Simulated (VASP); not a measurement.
## K3Se: single point with PBE

K3Se:

```
K Se
1.0
     0.00000    4.17207    4.17207
     4.17207    0.00000    4.17207
     4.17207    4.17207    0.00000
K Se
3 1
Direct
  0.50000 0.50000 0.50000
  0.25000 0.25000 0.25000
  0.75000 0.75000 0.75000
  0.00000 0.00000 0.00000
```

```
Program                : VASP 6.6.1
Task                   : single point
Functional             : PBE
Potentials or basis    : VASP PAW PBE potentials, release 64 (K_sv, Se)
Cutoff                 : 520 eV
k mesh                 : 4 × 4 × 4
Occupations            : gaussian, width 0.1 eV
Spin                   : no spin polarisation
Dipole correction      : no
Further INCAR settings : ALGO = Normal; EDIFF = 1e-06; NBANDS = 24
```

```yaml
Pressure: 1.3 GPa
```

Levels at points of the mesh, in eV from the Fermi level:
```
           k point  band 15  band 16  band 17  band 18  band 19  band 20
(0.00, 0.00, 0.00)    -3.06    -3.06    -1.99     1.02     1.02     1.93
(0.50, 0.00, 0.00)    -3.10    -3.10     0.16     0.88     1.71     1.71
(0.50, 0.50, 0.00)    -3.07    -3.07    -0.32     0.30     1.73     1.97
```

Wall time 49 s on 1 thread of Intel Xeon 8259CL (shared host), peak memory 0.32 GiB.
